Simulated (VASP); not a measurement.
# SiC (F-43m) in VASP: settings compared

SiC is run at these levels: PBE, LDA; tasks: single point.

All numbers are computed with VASP 6.6.1; they aren't measurements. Logs are shortened: lines on timing, memory, paths and dates and some standing lists are left out, and cuts for length are marked.

**1. The cell of the first run**

The structure is cubic, space group F-43m (No. 216). The conventional cell has a = 4.356 Å, b = 4.356 Å, c = 4.356 Å, α = 90.00°, β = 90.00°, γ = 90.00°. Si (site symmetry -43m) has 4 C at 1.89 Å within 2.5 Å. C (site symmetry -43m) has 4 Si at 1.89 Å within 2.5 Å.

**2. Single point, PBE**

INCAR reads:

```
PREC = Accurate
ENCUT = 520
EDIFF = 1E-6
ISMEAR = 0
SIGMA = 0.01
LREAL = False
LASPH = True
NELM = 100
ALGO = Normal
ISIF = 2
LWAVE = False
LCHARG = False
GGA = PE
NBANDS = 11
```

KPOINTS reads:

```
regular mesh
0
Gamma
  6 6 6
```

POSCAR reads:

```
SiC
1.0
    0.0000000000      2.1780523454      2.1780523454
    2.1780523454      0.0000000000      2.1780523454
    2.1780523454      2.1780523454      0.0000000000
Si C
1 1
Direct
    0.0000000000      0.0000000000      0.0000000000
    0.2500000000      0.2500000000      0.2500000000
```

Potentials or basis: VASP PAW PBE potentials, release 64 (Si, C).

On the command line:

```sh
$ cat potpaw_PBE.64/Si/POTCAR potpaw_PBE.64/C/POTCAR > POTCAR
$ mpirun -np 1 vasp_std > vasp.out
```

OUTCAR:

```text
PREC = Accurate
   ENCUT = 520
   EDIFF = 1E-6
   ISMEAR = 0
   LREAL = False
   LASPH = True
   NELM = 100
   ISIF = 2
   GGA = PE

 ion  position               nearest neighbor table
   1  0.000  0.000  0.000-   2 1.89   2 1.89   2 1.89   2 1.89
   2  0.250  0.250  0.250-   1 1.89   1 1.89   1 1.89   1 1.89

  LATTYP: Found a face centered cubic cell.
 ALAT       =     4.3561046908

  Lattice vectors:

 A1 = (   0.0000000000,   2.1780523454,   2.1780523454)
 A2 = (   2.1780523454,   0.0000000000,   2.1780523454)
 A3 = (   2.1780523454,   2.1780523454,   0.0000000000)

Analysis of symmetry for initial positions (statically):
=====================================================================
 Subroutine PRICEL returns:
 Original cell was already a primitive cell.

 Routine SETGRP: Setting up the symmetry group for a
 face centered cubic supercell.

 Subroutine GETGRP returns: Found 24 space group operations
 (whereof 24 operations were pure point group operations)
 out of a pool of 48 trial point group operations.

The static configuration has the point symmetry T_d .

Analysis of symmetry for dynamics (positions and initial velocities):
=====================================================================
 Subroutine PRICEL returns:
 Original cell was already a primitive cell.

 Routine SETGRP: Setting up the symmetry group for a
 face centered cubic supercell.

 Subroutine GETGRP returns: Found 24 space group operations
 (whereof 24 operations were pure point group operations)
 out of a pool of 48 trial point group operations.

The dynamic configuration has the point symmetry T_d .

 Subroutine INISYM returns: Found 24 space group operations
 (whereof 24 operations are pure point group operations),
 and found     1 'primitive' translations

----------------------------------------------------------------------------------------

                                     Primitive cell

  volume of cell :      20.6650

  direct lattice vectors                    reciprocal lattice vectors
     0.000000000  2.178052345  2.178052345    -0.229562894  0.229562894  0.229562894
     2.178052345  0.000000000  2.178052345     0.229562894 -0.229562894  0.229562894
     2.178052345  2.178052345  0.000000000     0.229562894  0.229562894 -0.229562894

  length of vectors
     3.080231166  3.080231166  3.080231166     0.397614596  0.397614596  0.397614596

  position of ions in fractional coordinates (direct lattice)
     0.000000000  0.000000000  0.000000000
     0.250000000  0.250000000  0.250000000

  ion indices of the primitive-cell ions
   primitive index   ion index
                 1           1
                 2           2

----------------------------------------------------------------------------------------

 KPOINTS: regular mesh

Automatic generation of k-mesh.
 Grid dimensions read from file:
 generate k-points for:    6    6    6

 Generating k-lattice:

  Cartesian coordinates                     Fractional coordinates (reciprocal lattice)
    -0.038260482  0.038260482  0.038260482     0.166666667  0.000000000  0.000000000
     0.038260482 -0.038260482  0.038260482     0.000000000  0.166666667  0.000000000
     0.038260482  0.038260482 -0.038260482     0.000000000  0.000000000  0.166666667

  Length of vectors
     0.066269099  0.066269099  0.066269099

  Shift w.r.t. Gamma in fractional coordinates (k-lattice)
     0.000000000  0.000000000  0.000000000

 Subroutine IBZKPT returns following result:
 ===========================================

 Found     16 irreducible k-points:

 Following reciprocal coordinates:
            Coordinates               Weight
  0.000000  0.000000  0.000000      1.000000
  0.166667  0.000000  0.000000      8.000000
  0.333333  0.000000  0.000000      8.000000
  0.500000  0.000000  0.000000      4.000000
  0.166667  0.166667  0.000000      6.000000
  0.333333  0.166667  0.000000     24.000000
[... 8 lines left out ...]
 -0.333333  0.333333  0.166667     24.000000
 -0.333333  0.500000  0.166667     12.000000
   k-points           NKPTS =     16   k-points in BZ     NKDIM =     16   number of bands    NBANDS=     11
   number of dos      NEDOS =    301   number of ions     NIONS =      2
   total plane-waves  NPLWV =  13824
   dimension x,y,z NGX =    24 NGY =   24 NGZ =   24
   dimension x,y,z NGXF=    48 NGYF=   48 NGZF=   48
   ions per type =               1   1
   NGX,Y,Z   is equivalent  to a cutoff of  12.95, 12.95, 12.95 a.u.
   NGXF,Y,Z  is equivalent  to a cutoff of  25.91, 25.91, 25.91 a.u.
 SYSTEM =  unknown system
   PREC   = accura    normal or accurate (medium, high low for compatibility)
   ISTART =      0    job   : 0-new  1-cont  2-samecut
   ICHARG =      2    charge: 1-file 2-atom 10-const
   ISPIN  =      1    spin polarized calculation?
   LNONCOLLINEAR =      F non collinear calculations
   LSORBIT =      F    spin-orbit coupling
   LASPH  =      T    aspherical Exc in radial PAW
   ENCUT  =  520.0 eV  38.22 Ry    6.18 a.u.   5.73  5.73  5.73*2*pi/ulx,y,z
   NELM   =    100;   NELMIN=  2; NELMDL= -5     # of ELM steps
   EDIFF  = 0.1E-05   stopping-criterion for ELM
   LREAL  =      F    real-space projection
   EDIFFG = 0.1E-04   stopping-criterion for IOM
   NSW    =      0    number of steps for IOM
   IBRION =     -1    ionic relax: 0-MD 1-quasi-New 2-CG
   NFREE  =      0    steps in history (QN), initial steepest desc. (CG)
   ISIF   =      2    stress and relaxation
   ISYM   =      2    0-nonsym 1-usesym 2-fastsym
   POTIM  = 0.5000    time-step for ionic-motion
   TEBEG  =    0.0;   TEEND  =   0.0 temperature during run
   PSTRESS=    0.0 pullay stress
   NELECT =       8.0000    total number of electrons
   NUPDOWN=      -1.0000    fix difference up-down
   EMIN   =  10.00;   EMAX   =-10.00  energy-range for DOS
   EFERMI =   0.00;   METHOD = LEGACY
   ISMEAR =     0;   SIGMA  =   0.01  broadening in eV -4-tet -1-fermi 0-gaus
   EFERMI_NEDOS =   21; number of points for ismear=-14 and -15
   IALGO  =     38    algorithm
   IMIX   =      4    mixing-type and parameters
     AMIX     =   0.40;   BMIX     =  1.00
     AMIX_MAG =   1.60;   BMIX_MAG =  1.00
  volume/ion in A,a.u.               =      10.33        69.73
  Fermi-wavevector in a.u.,A,eV,Ry     =   1.193145  2.254717 19.369182  1.423595
  Thomas-Fermi vector in A             =   2.329166
   LORBIT       =      0    0 simple, 1 ext, 2 COOP (PROOUT), +10 PAW based schemes
   GGA     = PE    functional components
   LHFCALC =     F    Hartree Fock is set to
   AEXX    =    0.0000 exact exchange contribution
   IVDW    =     0    specifies the selected vdW correction
   LEPSILON=     F    determine dielectric tensor
   LRPA    =     F    only Hartree local field effects (RPA)
 non-spin polarized calculation
 Gauss-broadening in eV      SIGMA  =   0.01
  energy-cutoff  :      520.00
  volume of cell :       20.66
 maximum number of plane-waves:       568
   NGX = 11   NGY = 11   NGZ = 11

 number of electron       8.0000001 magnetization

 Free energy of the ion-electron system (eV)
  ---------------------------------------------------
  ext. energy  EPLUGINS =         0.00000000
  ---------------------------------------------------
  free energy    TOTEN  =       -15.04652195 eV

  energy without entropy =      -15.04652195  energy(sigma->0) =      -15.04652195

 E-fermi :   8.1817     XC(G=0): -11.3599

 val. band max:        8.1291888555   @ k =   0.0000   0.0000   0.0000
 cond. band min:       9.4787243215   @ k =   0.5000   0.5000   0.0000
 fundamental gap:      1.3495354661
 Fermi energy:         8.1816986493

 k-point     1 :       0.0000    0.0000    0.0000
  band No.  band energies     occupation
      1      -7.2878      2.00000
      2       8.1292      2.00000
      3       8.1292      2.00000
      4       8.1292      2.00000
      5      14.3771      0.00000
      6      15.4391      0.00000
      7      15.4391      0.00000
      8      15.4391      0.00000
      9      22.6369      0.00000
     10      22.6369      0.00000
     11      24.6244      0.00000

 k-point     2 :       0.1667    0.0000    0.0000
  band No.  band energies     occupation
      1      -6.7479      2.00000
      2       5.7568      2.00000
      3       7.7991      2.00000
      4       7.7991      2.00000
      5      14.4807      0.00000
      6      15.9578      0.00000
      7      15.9578      0.00000
      8      16.4923      0.00000
      9      21.1028      0.00000
     10      21.1028      0.00000
     11      23.8007      0.00000

 k-point     3 :       0.3333    0.0000    0.0000
  band No.  band energies     occupation
      1      -5.2193      2.00000
      2       1.9484      2.00000
      3       7.2850      2.00000
      4       7.2850      2.00000
      5      13.8232      0.00000
      6      15.7731      0.00000
      7      15.7731      0.00000
      8      18.0553      0.00000
      9      22.4131      0.00000
     10      22.4131      0.00000
     11      23.4006      0.00000

 k-point     4 :       0.5000    0.0000    0.0000
  band No.  band energies     occupation
      1      -3.7152      2.00000
      2      -0.4166      2.00000
      3       7.0764      2.00000
      4       7.0764      2.00000
      5      13.5711      0.00000
      6      15.3550      0.00000
      7      15.3550      0.00000
      8      18.1880      0.00000
      9      24.3411      0.00000
     10      25.3708      0.00000
     11      25.3708      0.00000
[... 127 lines left out ...]
 k-point    14 :       0.5000    0.3333    0.1667
  band No.  band energies     occupation
      1      -3.9341      2.00000
      2       2.1723      2.00000
      3       4.0243      2.00000
      4       5.7077      2.00000
      5      13.0236      0.00000
      6      15.8832      0.00000
      7      16.7183      0.00000
      8      19.8146      0.00000
      9      21.4589      0.00000
     10      24.9351      0.00000
     11      28.7459      0.00000

 k-point    15 :      -0.3333    0.3333    0.1667
  band No.  band energies     occupation
      1      -2.6309      2.00000
      2       0.7491      2.00000
      3       3.4115      2.00000
      4       5.0052      2.00000
      5      13.2487      0.00000
      6      16.0259      0.00000
      7      18.4531      0.00000
      8      19.4240      0.00000
      9      21.0519      0.00000
     10      24.6049      0.00000
     11      29.3031      0.00000

 k-point    16 :      -0.3333    0.5000    0.1667
  band No.  band energies     occupation
      1      -2.0922      2.00000
      2       0.8368      2.00000
      3       3.6165      2.00000
      4       3.7407      2.00000
      5      12.1188      0.00000
      6      15.2242      0.00000
      7      18.9700      0.00000
      8      20.3498      0.00000
      9      22.3250      0.00000
     10      25.8532      0.00000
     11      29.2921      0.00000

------------------------ aborting loop because EDIFF is reached ----------------------------------------

  FORCE on cell =-STRESS in cart. coord.  units (eV):
  Direction    XX          YY          ZZ          XY          YZ          ZX
  --------------------------------------------------------------------------------------
  -------------------------------------------------------------------------------------
  Total        0.4574599      0.4574599      0.4574599      0.0000000      0.0000000     -0.0000000
  in kB       35.4673420     35.4673420     35.4673420      0.0000000      0.0000000     -0.0000000
  external PRESSURE =      35.4673420 kB  Pullay stress =       0.0000000 kB

 VOLUME and BASIS-vectors are now :
 -----------------------------------------------------------------------------
  energy-cutoff  :      520.00
  volume of cell :       20.66
      direct lattice vectors                 reciprocal lattice vectors
     0.000000000  2.178052345  2.178052345    -0.229562894  0.229562894  0.229562894
     2.178052345  0.000000000  2.178052345     0.229562894 -0.229562894  0.229562894
     2.178052345  2.178052345  0.000000000     0.229562894  0.229562894 -0.229562894

 POSITION                                       TOTAL-FORCE (eV/Angst)
 -----------------------------------------------------------------------------------
      0.00000      0.00000      0.00000        -0.000000     -0.000000     -0.000000
      1.08903      1.08903      1.08903         0.000000      0.000000      0.000000
 -----------------------------------------------------------------------------------
    total drift:                                0.000000      0.000000      0.000000

  FREE ENERGIE OF THE ION-ELECTRON SYSTEM (eV)
  ---------------------------------------------------
  free  energy   TOTEN  =       -15.0465219541 eV

  energy  without entropy=      -15.0465219541  energy(sigma->0) =      -15.04652195
```

Wall time 15 s (1 thread of AMD EPYC 7R13, shared host); peak memory 0.1 GiB.

Results:

```yaml
Free_energy: -15.0465 eV
Pressure: 3.5 GPa
Band_gap_on_the_k_mesh: 1.35 eV, indirect (least direct gap 4.54 eV)
```

Levels at points of the mesh, in eV from the valence-band top:
| k point | band 1 | band 2 | band 3 | band 4 | band 5 | band 6 | band 7 | band 8 |
| --- | --- | --- | --- | --- | --- | --- | --- | --- |
| (0.00, 0.00, 0.00) | -15.42 | 0.00 | 0.00 | 0.00 | 6.25 | 7.31 | 7.31 | 7.31 |
| (0.50, 0.00, 0.00) | -11.84 | -8.55 | -1.05 | -1.05 | 5.44 | 7.23 | 7.23 | 10.06 |
| (0.50, 0.50, 0.00) | -10.39 | -7.80 | -3.19 | -3.19 | 1.35 | 4.32 | 14.05 | 14.05 |

**3. Single point, LDA**

INCAR reads:

```
PREC = Accurate
ENCUT = 520
EDIFF = 1E-7
ISMEAR = 0
SIGMA = 0.01
LREAL = F
LASPH = T
NELM = 80
ALGO = Normal
ISIF = 2
LWAVE = F
LCHARG = F
GGA = CA
NBANDS = 11
```

KPOINTS reads:

```
Automatic mesh
0
Gamma
  6 6 6
```

POSCAR is that of step 2.

Potentials or basis: VASP PAW LDA potentials, release 64 (Si, C).

On the command line:

```sh
$ cat potpaw_LDA.64/Si/POTCAR potpaw_LDA.64/C/POTCAR > POTCAR
$ mpirun -np 1 vasp_std > vasp.out
```

It took 14 s on 1 thread of AMD EPYC 7R13, shared host; peak memory 0.09 GiB.

The run converged. Its results:

| Property | Result |
| --- | --- |
| Free energy | -16.6277 eV |
| Pressure | -3.7 GPa |
| Band gap on the k mesh | 1.30 eV, indirect (least direct gap 4.49 eV) |

Levels at points of the mesh, in eV from the valence-band top:
```csv
k point,band 1,band 2,band 3,band 4,band 5,band 6,band 7,band 8
"(0.00, 0.00, 0.00)",-15.33,0.00,0.00,0.00,6.30,7.19,7.19,7.19
"(0.50, 0.00, 0.00)",-11.70,-8.57,-1.06,-1.06,5.40,7.13,7.13,9.92
"(0.50, 0.50, 0.00)",-10.22,-7.82,-3.20,-3.20,1.30,4.19,13.84,13.84
```

**4. Single point, PBE**

INCAR reads:

```
SYSTEM = SiC
PREC     = Accurate       ! precision mode
ENCUT    = 520            ! plane-wave cutoff, eV
EDIFF    = 1E-6           ! SCF threshold, eV
ISMEAR   = 0              ! smearing method
SIGMA    = 0.01           ! smearing width, eV
LREAL    = .False.        ! projectors in reciprocal space
LASPH    = .True.         ! aspherical terms in the spheres
NELM     = 60             ! most SCF steps
ALGO     = Normal         ! electronic algorithm
ISIF     = 2              ! what is computed and relaxed
LWAVE    = .False.        ! write WAVECAR
LCHARG   = .False.        ! write CHGCAR
GGA      = PE             ! functional
NBANDS   = 11             ! bands
```

KPOINTS reads:

```
Automatic mesh
0
Gamma
  6 6 6
  0 0 0
```

POSCAR is that of step 3.

Potentials or basis: VASP PAW PBE potentials, release 64 (Si, C).

On the command line:

```sh
$ cat potpaw_PBE.64/Si/POTCAR potpaw_PBE.64/C/POTCAR > POTCAR
$ mpirun -np 1 vasp_std > vasp.out
```

It took 11 s on 1 thread of AMD EPYC 7R13, shared host; peak memory 0.1 GiB.

The run converged. Its results:

- Free energy: -15.0465 eV
- Pressure: 3.5 GPa
- Band gap on the k mesh: 1.35 eV, indirect (least direct gap 4.54 eV)

Levels at points of the mesh, in eV from the valence-band top:
```
           k point  band 1  band 2  band 3  band 4  band 5  band 6  band 7  band 8  band 9
(0.00, 0.00, 0.00)  -15.42    0.00    0.00    0.00    6.25    7.31    7.31    7.31   14.51
(0.50, 0.00, 0.00)  -11.84   -8.55   -1.05   -1.05    5.44    7.23    7.23   10.06   16.21
(0.50, 0.50, 0.00)  -10.39   -7.80   -3.19   -3.19    1.35    4.32   14.05   14.05   14.81
```
